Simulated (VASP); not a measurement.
# TiAl2N3 (I4/mmm) in VASP: single point with PBE

Aim: the single point of TiAl2N3 with PBE.

Program: VASP 6.6.1. These are calculated values, not measurements. Logs are shortened: lines on timing, memory, paths and dates and some standing lists are left out, and cuts for length are marked.

## 1. The cell of the first run

Symmetry: I4/mmm, No. 139, tetragonal system. The conventional cell has a = 3.302 Å, b = 3.302 Å, c = 14.008 Å, α = 90.00°, β = 90.00°, γ = 90.00°. Within 3.1 Å of Ti (site symmetry 4/mmm) lie 6 N at 2.33 Å. Al (site symmetry 4mm) has 6 N at 2.33 Å within 3.1 Å. N (site symmetry 4/mmm) has 4 Ti at 2.33 Å and 2 Al at 2.33 Å within 3.1 Å. Within 3.1 Å of N (site symmetry 4mm) lie 5 Al at 2.33 Å and 1 Ti at 2.33 Å.

## 2. Single point, PBE, collinear spin

Contents of INCAR:

```
SYSTEM = TiAl2N3
PREC = Accurate ; ENCUT = 520
EDIFF = 1E-7 ; ISMEAR = 0
SIGMA = 0.1 ; LREAL = .False.
LASPH = .True. ; NELM = 150
ALGO = Normal ; ISIF = 2
LWAVE = .False. ; LCHARG = .False.
ISPIN = 2 ; MAGMOM = 1 0 0 0 0 0
LORBIT = 11 ; LMAXMIX = 4
GGA = PE ; NBANDS = 30
```

Contents of KPOINTS:

```
Automatic mesh
0
Gamma
  8 8 8
  0 0 0
```

Contents of POSCAR:

```
TiAl2N3
1.0
   -1.6509008200      1.6509008200      7.0041790000
    1.6509008200     -1.6509008200      7.0041790000
    1.6509008200      1.6509008200     -7.0041790000
Ti Al N
1 2 3
Direct
    0.0000000000      0.0000000000      0.0000000000
    0.6666666700      0.6666666700      0.0000000000
    0.3333333300      0.3333333300      0.0000000000
    0.5000000000      0.5000000000      0.0000000000
    0.8333333300      0.8333333300      0.0000000000
    0.1666666700      0.1666666700      0.0000000000
```

Potentials or basis: VASP PAW PBE potentials, release 64 (Ti_sv, Al, N).

The run is started by

```sh
$ cat potpaw_PBE.64/Ti_sv/POTCAR potpaw_PBE.64/Al/POTCAR potpaw_PBE.64/N/POTCAR > POTCAR
$ mpirun -np 1 vasp_std > vasp.out
```

OUTCAR:

```text
SYSTEM = TiAl2N3
   PREC = Accurate
   ENCUT = 520
   EDIFF = 1E-7
   ISMEAR = 0
   LREAL = .False.
   LASPH = .True.
   NELM = 150
   ISIF = 2
   ISPIN = 2
   LORBIT = 11
   GGA = PE

 ion  position               nearest neighbor table
   1  0.000  0.000  0.000-   4 2.33   4 2.33   4 2.33   4 2.33   6 2.33   5 2.33
   2  0.667  0.667  0.000-   5 2.33   6 2.33   6 2.33   6 2.33   6 2.33   4 2.33   3 3.30   3 3.30
                             3 3.30   3 3.30
   3  0.333  0.333  0.000-   6 2.33   5 2.33   5 2.33   5 2.33   5 2.33   4 2.33   2 3.30   2 3.30
                             2 3.30   2 3.30
   4  0.500  0.500  0.000-   1 2.33   1 2.33   1 2.33   1 2.33   3 2.33   2 2.33
   5  0.833  0.833  0.000-   2 2.33   3 2.33   3 2.33   3 2.33   3 2.33   1 2.33
   6  0.167  0.167  0.000-   3 2.33   2 2.33   2 2.33   2 2.33   2 2.33   1 2.33

  LATTYP: Found a body centered tetragonal cell.
 ALAT       =     3.3018016400
 C/A-ratio  =     4.2426406936

  Lattice vectors:

 A1 = (  -1.6509008200,   1.6509008200,   7.0041790000)
 A2 = (   1.6509008200,  -1.6509008200,   7.0041790000)
 A3 = (   1.6509008200,   1.6509008200,  -7.0041790000)

Analysis of symmetry for initial positions (statically):
=====================================================================
 Subroutine PRICEL returns:
 Original cell was already a primitive cell.

 Routine SETGRP: Setting up the symmetry group for a
 body centered tetragonal supercell.

 Subroutine GETGRP returns: Found 16 space group operations
 (whereof 16 operations were pure point group operations)
 out of a pool of 16 trial point group operations.

The static configuration has the point symmetry D_4h.

Analysis of symmetry for dynamics (positions and initial velocities):
=====================================================================
 Subroutine PRICEL returns:
 Original cell was already a primitive cell.

 Routine SETGRP: Setting up the symmetry group for a
 body centered tetragonal supercell.

 Subroutine GETGRP returns: Found 16 space group operations
 (whereof 16 operations were pure point group operations)
 out of a pool of 16 trial point group operations.

The dynamic configuration has the point symmetry D_4h.

Analysis of structural, dynamic, and magnetic symmetry:
=====================================================================
 Subroutine PRICEL returns:
 Original cell was already a primitive cell.

 Routine SETGRP: Setting up the symmetry group for a
 body centered tetragonal supercell.

 Subroutine GETGRP returns: Found 16 space group operations
 (whereof 16 operations were pure point group operations)
 out of a pool of 16 trial point group operations.

The overall configuration has the point symmetry D_4h.

 Subroutine INISYM returns: Found 16 space group operations
 (whereof 16 operations are pure point group operations),
 and found     1 'primitive' translations

----------------------------------------------------------------------------------------

                                     Primitive cell

  volume of cell :      76.3588

  direct lattice vectors                    reciprocal lattice vectors
    -1.650900820  1.650900820  7.004179000     0.000000000  0.302864953  0.071385954
     1.650900820 -1.650900820  7.004179000     0.302864953  0.000000000  0.071385954
     1.650900820  1.650900820 -7.004179000     0.302864953  0.302864953  0.000000000

  length of vectors
     7.383052925  7.383052925  7.383052925     0.311164160  0.311164160  0.428315725

  position of ions in fractional coordinates (direct lattice)
     0.000000000  0.000000000  0.000000000
     0.666666670  0.666666670  0.000000000
     0.333333330  0.333333330  0.000000000
     0.500000000  0.500000000  0.000000000
     0.833333330  0.833333330  0.000000000
     0.166666670  0.166666670  0.000000000

  ion indices of the primitive-cell ions
   primitive index   ion index
                 1           1
                 2           2
                 3           3
                 4           4
                 5           5
                 6           6

----------------------------------------------------------------------------------------

 KPOINTS: Automatic mesh

Automatic generation of k-mesh.
 Grid dimensions read from file:
 generate k-points for:    8    8    8

 Generating k-lattice:

  Cartesian coordinates                     Fractional coordinates (reciprocal lattice)
     0.000000000  0.037858119  0.008923244     0.125000000  0.000000000  0.000000000
     0.037858119  0.000000000  0.008923244     0.000000000  0.125000000  0.000000000
     0.037858119  0.037858119  0.000000000     0.000000000  0.000000000  0.125000000

  Length of vectors
     0.038895520  0.038895520  0.053539466

  Shift w.r.t. Gamma in fractional coordinates (k-lattice)
     0.000000000  0.000000000  0.000000000

 Subroutine IBZKPT returns following result:
 ===========================================

 Found     59 irreducible k-points:

 Following reciprocal coordinates:
            Coordinates               Weight
  0.000000  0.000000  0.000000      1.000000
  0.125000  0.000000 -0.000000      8.000000
  0.250000  0.000000 -0.000000      8.000000
  0.375000  0.000000 -0.000000      8.000000
  0.500000  0.000000 -0.000000      4.000000
  0.125000  0.125000 -0.000000      8.000000
[... 16 lines left out ...]
  0.250000  0.125000  0.125000     16.000000
  0.375000  0.125000  0.125000      8.000000
 [... further k-points ...]
   k-points           NKPTS =     59   k-points in BZ     NKDIM =     59   number of bands    NBANDS=     30
   number of dos      NEDOS =    301   number of ions     NIONS =      6
   total plane-waves  NPLWV = 175616
   dimension x,y,z NGX =    56 NGY =   56 NGZ =   56
   dimension x,y,z NGXF=   112 NGYF=  112 NGZF=  112
   ions per type =               1   2   3
   NGX,Y,Z   is equivalent  to a cutoff of  12.61, 12.61, 12.61 a.u.
   NGXF,Y,Z  is equivalent  to a cutoff of  25.22, 25.22, 25.22 a.u.
 SYSTEM =  TiAl2N3
   PREC   = accura    normal or accurate (medium, high low for compatibility)
   ISTART =      0    job   : 0-new  1-cont  2-samecut
   ICHARG =      2    charge: 1-file 2-atom 10-const
   ISPIN  =      2    spin polarized calculation?
   LNONCOLLINEAR =      F non collinear calculations
   LSORBIT =      F    spin-orbit coupling
   LASPH  =      T    aspherical Exc in radial PAW
   ENCUT  =  520.0 eV  38.22 Ry    6.18 a.u.  13.73 13.73 13.73*2*pi/ulx,y,z
   NELM   =    150;   NELMIN=  2; NELMDL= -5     # of ELM steps
   EDIFF  = 0.1E-06   stopping-criterion for ELM
   LREAL  =      F    real-space projection
   EDIFFG = 0.1E-05   stopping-criterion for IOM
   NSW    =      0    number of steps for IOM
   IBRION =     -1    ionic relax: 0-MD 1-quasi-New 2-CG
   NFREE  =      0    steps in history (QN), initial steepest desc. (CG)
   ISIF   =      2    stress and relaxation
   ISYM   =      2    0-nonsym 1-usesym 2-fastsym
   POTIM  = 0.5000    time-step for ionic-motion
   TEBEG  =    0.0;   TEEND  =   0.0 temperature during run
   PSTRESS=    0.0 pullay stress
   NELECT =      33.0000    total number of electrons
   NUPDOWN=      -1.0000    fix difference up-down
   EMIN   =  10.00;   EMAX   =-10.00  energy-range for DOS
   EFERMI =   0.00;   METHOD = LEGACY
   ISMEAR =     0;   SIGMA  =   0.10  broadening in eV -4-tet -1-fermi 0-gaus
   EFERMI_NEDOS =   21; number of points for ismear=-14 and -15
   IALGO  =     38    algorithm
   IMIX   =      4    mixing-type and parameters
     AMIX     =   0.40;   BMIX     =  1.00
     AMIX_MAG =   1.60;   BMIX_MAG =  1.00
  volume/ion in A,a.u.               =      12.73        85.88
  Fermi-wavevector in a.u.,A,eV,Ry     =   1.237731  2.338973 20.843840  1.531979
  Thomas-Fermi vector in A             =   2.372286
   LORBIT       =     11    0 simple, 1 ext, 2 COOP (PROOUT), +10 PAW based schemes
   GGA     = PE    functional components
   LHFCALC =     F    Hartree Fock is set to
   AEXX    =    0.0000 exact exchange contribution
   IVDW    =     0    specifies the selected vdW correction
   LEPSILON=     F    determine dielectric tensor
   LRPA    =     F    only Hartree local field effects (RPA)
 spin polarized calculation
 Gauss-broadening in eV      SIGMA  =   0.10
  energy-cutoff  :      520.00
  volume of cell :       76.36
 maximum number of plane-waves:      2087
   NGX = 27   NGY = 27   NGZ = 27

 number of electron      32.9999999 magnetization       0.6132637

 Free energy of the ion-electron system (eV)
  ---------------------------------------------------
  ext. energy  EPLUGINS =         0.00000000
  ---------------------------------------------------
  free energy    TOTEN  =       -43.84327756 eV

  energy without entropy =      -43.83295880  energy(sigma->0) =      -43.83811818

 E-fermi :   7.3561     XC(G=0): -10.7720

 val. band max:        7.3532070864   @ k =   0.3750   0.3750   0.1250
 cond. band min:       7.3618173383   @ k =  -0.3750   0.3750   0.0000
 fundamental gap:      0.0086102519
 Fermi energy:         7.3561208256

 spin component 1

 k-point     1 :       0.0000    0.0000    0.0000
  band No.  band energies     occupation
      1     -51.2239      1.00000
      2     -27.5230      1.00000
      3     -27.3316      1.00000
      4     -27.3316      1.00000
      5      -8.5544      1.00000
      6      -7.1279      1.00000
[... 20 lines left out ...]
     27      14.3098      0.00000
     28      14.6835      0.00000

 k-point     2 :       0.1250    0.0000   -0.0000
  band No.  band energies     occupation
      1     -51.2227      1.00000
      2     -27.5215      1.00000
      3     -27.3478      1.00000
      4     -27.3297      1.00000
      5      -8.4189      1.00000
      6      -7.1585      1.00000
[... 674 lines left out ...]
 k-point    24 :       0.3750    0.1250    0.1250
  band No.  band energies     occupation
      1     -51.2116      1.00000
      2     -27.5081      1.00000
      3     -27.4312      1.00000
      4     -27.3698      1.00000
      5      -6.8130      1.00000
      6      -6.7939      1.00000
[... 20 lines left out ...]
     27      14.2640      0.00000
     28      14.3963      0.00000

 [... further k-points ...]

 spin component 2

 k-point     1 :       0.0000    0.0000    0.0000
  band No.  band energies     occupation
      1     -50.7017      1.00000
      2     -26.8837      1.00000
      3     -26.8675      1.00000
      4     -26.8675      1.00000
      5      -8.5443      1.00000
      6      -7.1502      1.00000
[... 20 lines left out ...]
     27      14.3685      0.00000
     28      14.7548      0.00000

 k-point     2 :       0.1250    0.0000   -0.0000
  band No.  band energies     occupation
      1     -50.7005      1.00000
      2     -26.8842      1.00000
      3     -26.8822      1.00000
      4     -26.8655      1.00000
      5      -8.4094      1.00000
      6      -7.1666      1.00000
[... 674 lines left out ...]
 k-point    24 :       0.3750    0.1250    0.1250
  band No.  band energies     occupation
      1     -50.6891      1.00000
      2     -26.9694      1.00000
      3     -26.9063      1.00000
      4     -26.8685      1.00000
      5      -6.8270      1.00000
      6      -6.8076      1.00000
[... 20 lines left out ...]
     27      14.3117      0.00000
     28      14.4637      0.00000

 [... further k-points ...]

 [bands above 28 left out]

------------------------ aborting loop because EDIFF is reached ----------------------------------------

  FORCE on cell =-STRESS in cart. coord.  units (eV):
  Direction    XX          YY          ZZ          XY          YZ          ZX
  --------------------------------------------------------------------------------------
  -------------------------------------------------------------------------------------
  Total      -20.1885190    -20.1885190    -18.7173707      0.0000000      0.0000000      0.0000000
  in kB     -423.5999006   -423.5999006   -392.7319465      0.0000000      0.0000000      0.0000000
  external PRESSURE =    -413.3105826 kB  Pullay stress =       0.0000000 kB

 VOLUME and BASIS-vectors are now :
 -----------------------------------------------------------------------------
  energy-cutoff  :      520.00
  volume of cell :       76.36
      direct lattice vectors                 reciprocal lattice vectors
    -1.650900820  1.650900820  7.004179000     0.000000000  0.302864953  0.071385954
     1.650900820 -1.650900820  7.004179000     0.302864953  0.000000000  0.071385954
     1.650900820  1.650900820 -7.004179000     0.302864953  0.302864953  0.000000000

 POSITION                                       TOTAL-FORCE (eV/Angst)
 -----------------------------------------------------------------------------------
      0.00000      0.00000      0.00000        -0.000000     -0.000000      0.000000
      0.00000      0.00000      9.33891         0.000000      0.000000      0.155796
      0.00000      0.00000      4.66945         0.000000      0.000000     -0.155796
      0.00000      0.00000      7.00418        -0.000000     -0.000000      0.000000
      0.00000      0.00000     11.67363        -0.000000     -0.000000     -0.390705
      0.00000      0.00000      2.33473         0.000000      0.000000      0.390705
 -----------------------------------------------------------------------------------
    total drift:                                0.000000     -0.000000      0.000000

  FREE ENERGIE OF THE ION-ELECTRON SYSTEM (eV)
  ---------------------------------------------------
  free  energy   TOTEN  =       -43.8432775644 eV

  energy  without entropy=      -43.8329587963  energy(sigma->0) =      -43.83811818

 total charge

# of ion       s       p       d       tot
------------------------------------------
    1        2.140   6.106   1.720   9.967
    2        0.314   0.242   0.000   0.556
    3        0.314   0.242   0.000   0.556
    4        1.240   2.336   0.000   3.576
    5        1.243   2.323   0.000   3.566
    6        1.243   2.323   0.000   3.566
--------------------------------------------------
tot          6.495  13.572   1.720  21.787

 magnetization (x)

# of ion       s       p       d       tot
------------------------------------------
    1        0.005   0.004   0.500   0.509
    2        0.005   0.000   0.000   0.005
    3        0.005   0.000   0.000   0.005
    4       -0.001  -0.029   0.000  -0.030
    5        0.000  -0.002   0.000  -0.001
    6        0.000  -0.002   0.000  -0.001
--------------------------------------------------
tot          0.014  -0.028   0.500   0.486
```

Run time: 24 min. Hardware: 1 thread of AMD EPYC 7R43 (Zen 3), shared host; peak memory 0.65 GiB.

Results:

| Item | Value |
| --- | --- |
| Free energy | -43.8433 eV |
| Pressure | -41.3 GPa |
| Largest force | 0.391 eV/Å |
| Net moment | 0.61 μB per cell |
| Site moments | Ti +0.51; Al +0.01; N -0.03, -0.00 (each value once) μB |
| Valence electrons inside the program's atomic spheres | Ti 9.97; Al 0.56; N 3.58, 3.57 (each value once) |

Forces on the atoms (eV/Å):
```
Ti   0.000  0.000  0.000
Al   0.000  0.000  0.156
Al   0.000  0.000 -0.156
N    0.000  0.000  0.000
N    0.000  0.000 -0.391
N    0.000  0.000  0.391
```

Levels at points of the mesh, in eV from the Fermi level:
Spin up:
```csv
k point,band 13,band 14,band 15,band 16,band 17,band 18,band 19,band 20,band 21,band 22
"(0.00, 0.00, 0.00)",-2.79,-1.74,-1.67,-1.67,-1.54,-0.81,0.29,0.29,0.47,1.15
"(0.50, 0.00, 0.00)",-3.26,-2.93,-2.54,-2.34,0.50,0.61,0.91,2.26,2.32,3.49
"(0.50, 0.50, 0.00)",-4.23,-3.63,-3.31,-3.09,-0.78,-0.29,-0.17,1.18,1.49,1.75
"(0.50, 0.50, 0.50)",-2.66,-2.66,-1.94,-1.94,-1.54,-0.24,0.47,0.47,0.47,1.36
```
Spin down:
```tsv
k point	band 13	band 14	band 15	band 16	band 17	band 18	band 19	band 20
(0.00, 0.00, 0.00)	-2.78	-1.76	-1.70	-1.70	-1.16	-0.77	0.79	0.99
(0.50, 0.00, 0.00)	-3.24	-2.89	-2.48	-2.33	1.19	1.21	1.32	2.38
(0.50, 0.50, 0.00)	-4.19	-3.61	-3.30	-3.09	-0.16	-0.11	0.34	1.63
(0.50, 0.50, 0.50)	-2.59	-2.59	-1.97	-1.97	-1.17	-0.17	0.79	1.15
```

Caveat: the cell stands under tension.
